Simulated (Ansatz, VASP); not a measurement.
# Two plane-wave programs on SnSe

```
CELL_PARAMETERS angstrom
0.00000 3.35993 3.35993
3.35993 0.00000 3.35993
3.35993 3.35993 0.00000
ATOMIC_POSITIONS crystal
Sn 0.00000 0.00000 0.00000
Se 0.25000 0.25000 0.25000
```

Alike in both runs: functional r2SCAN; k mesh 12 × 12 × 12; occupations fermi-dirac, width 0.1 eV; no spin polarisation.

Ansatz relaxed the structure, and its values are those at the end. VASP's run is a single point on that final structure, the one shown.

```csv
,VASP,Ansatz
version,VASP 6.6.1,Ansatz 0.2.0
potentials or method,"VASP PAW PBE potentials, release 64 (Sn_d, Se)","PAW with Ansatz's default frozen-core files, scalar-relativistic"
plane-wave cutoff (eV),520,500
valence electrons in the cell,20,30
```

```tsv
	VASP	Ansatz	Ansatz less VASP
pressure (GPa)	0.0	0.0	0.00
```

VASP's potentials were made for PBE, not for r2SCAN. VASP's potentials hold 20 valence electrons a cell and Ansatz's 30, so a difference there can come from the potentials and not from the codes.
